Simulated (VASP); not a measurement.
Wanted: the native input for a VASP 6.6.1 run.

| Item | Value |
| --- | --- |
| Task | single point |
| Functional | PBE |
| Potentials or basis | VASP PAW PBE potentials, release 64 (Na_pv, Te, C) |
| Cutoff | 520 eV |
| k mesh | 4 × 4 × 4 |
| Occupations | gaussian, width 0.1 eV |
| Spin | no spin polarisation |
| Dipole correction | no |
| Further INCAR settings | ALGO = Normal; EDIFF = 1e-06; NBANDS = 28 |

The structure of Na4TeC lies in POSCAR:

```
Na4TeC
1.0
    4.8303937700      0.0000000000      0.0000000000
    0.0000000000      4.8303937700      0.0000000000
    0.0000000000      0.0000000000      6.8312083900
Na Te C
4 1 1
Direct
    0.5000000000      0.0000000000      0.2500000000
    0.0000000000      0.5000000000      0.7500000000
    0.5000000000      0.0000000000      0.7500000000
    0.0000000000      0.5000000000      0.2500000000
    0.5000000000      0.5000000000      0.5000000000
    0.0000000000      0.0000000000      0.0000000000
```

The input as run:

INCAR

```
PREC = Accurate
ENCUT = 520
EDIFF = 1E-6
ISMEAR = 0
SIGMA = 0.1
LREAL = F
LASPH = T
NELM = 100
ALGO = Normal
ISIF = 2
LWAVE = F
LCHARG = F
GGA = PE
NBANDS = 28
```

KPOINTS

```
Automatic mesh
0
Gamma
  4 4 4
```

Potentials or basis: VASP PAW PBE potentials, release 64 (Na_pv, Te, C).

The run is started by

```sh
$ cat potpaw_PBE.64/Na_pv/POTCAR potpaw_PBE.64/Te/POTCAR potpaw_PBE.64/C/POTCAR > POTCAR
$ mpirun -np 1 vasp_std > vasp.out
```

Results of the run:

```yaml
Pressure: 1.0 GPa
Largest_force: 0.708 eV/Å
Band_gap_on_the_k_mesh: zero (band 19 reaches 1.64 eV, above the bottom of band 20 at 1.06 eV)
```

Caveat: spin-orbit coupling is left out, which moves the levels of the heavy elements.

Wall time 91 s on 1 thread of Oxide Virtual Turin-like Processor, with other jobs on the host, peak memory 0.24 GiB.
